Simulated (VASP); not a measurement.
Set up this calculation in VASP 6.6.1, as the native input.

- Task: single point
- Functional: LDA
- Potentials or basis: VASP PAW LDA potentials, release 64 (Mg_sv)
- Cutoff: 840 eV
- k mesh: 11 × 11 × 11
- Occupations: fermi-dirac, width 0.05 eV
- Spin: no spin polarisation
- Dipole correction: no
- Further INCAR settings: ALGO = Normal; EDIFF = 1e-06; NBANDS = 11

The structure of Mg lies in POSCAR:

```
Mg
1.0
   -1.7985118965      1.7985118965      1.6451208489
    1.7985118965     -1.7985118965      1.6451208489
    1.7985118965      1.7985118965     -1.6451208489
Mg
1
Direct
    0.0000000000      0.0000000000      0.0000000000
```

These files were run (other wordings do the same):

INCAR

```
PREC = Accurate ; ENCUT = 840
EDIFF = 1E-6 ; ISMEAR = -1
SIGMA = 0.05 ; LREAL = False
LASPH = True ; NELM = 120
ALGO = Normal ; ISIF = 2
LWAVE = False ; LCHARG = False
NBANDS = 11 ; GGA_COMPAT = False
```

KPOINTS

```
regular mesh
0
Gamma
  11 11 11
```

Potentials or basis: VASP PAW LDA potentials, release 64 (Mg_sv).

Command:

```bash
$ cat potpaw_LDA.64/Mg_sv/POTCAR > POTCAR
$ mpirun -np 1 vasp_std > vasp.out
```

It gave:

| Quantity | Value |
| --- | --- |
| Pressure | 0.1 GPa |
| Band gap on the k mesh | zero (bands 5 and 6 overlap by 4.43 eV) |

It took 38 s on 1 thread of Intel(R) Xeon(R) Platinum 8375C CPU @ 2.90GHz (Ice Lake) (shared host), peak memory 0.18 GiB.
